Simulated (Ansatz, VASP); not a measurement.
**Na2Ca2Se3: VASP beside Ansatz**

```
CELL_PARAMETERS angstrom
3.66891 2.11825 4.63099
-3.66891 2.11825 4.63099
0.00000 -4.23649 4.63099
ATOMIC_POSITIONS crystal
Na 0.72212 0.72212 0.72212
Na 0.27788 0.27788 0.27788
Ca 0.50000 0.50000 0.50000
Ca 0.00000 0.00000 0.00000
Se 0.00000 0.00000 0.50000
Se 0.50000 0.00000 0.00000
Se 0.00000 0.50000 0.00000
```

Alike in both runs: functional PBE; k mesh 3 × 3 × 3; occupations gaussian, width 0.1 eV; no spin polarisation.

Ansatz relaxed the structure, and its values are those at the end. VASP's run is a single point on that final structure, the one shown.

|  | VASP | Ansatz |
| --- | --- | --- |
| version | VASP 6.6.1 | Ansatz 0.2.0 |
| potentials or method | VASP PAW PBE potentials, release 64 (Na_pv, Ca_sv, Se), cutoff 520 eV | scalar-relativistic, plane waves, PAW |
| valence electrons in the cell | 52 | 86 |

Ansatz gave:

```
gap on the k mesh at the Fermi level (eV) : none
pressure (GPa)                            : 0.0
```

**Question.** Which values does VASP return?

**Answer.** gap on the k mesh at the Fermi level (eV): none; pressure (GPa): 0.1.

A gap of «none» marks a metal or a gap that the smearing closes. With one functional, cell and mesh, what is left measures potentials, basis and numerics. VASP's potentials hold 52 valence electrons a cell and Ansatz's 86, so a difference there can come from the potentials and not from the codes.

The k mesh is coarse, so the values compare programs but aren't converged.
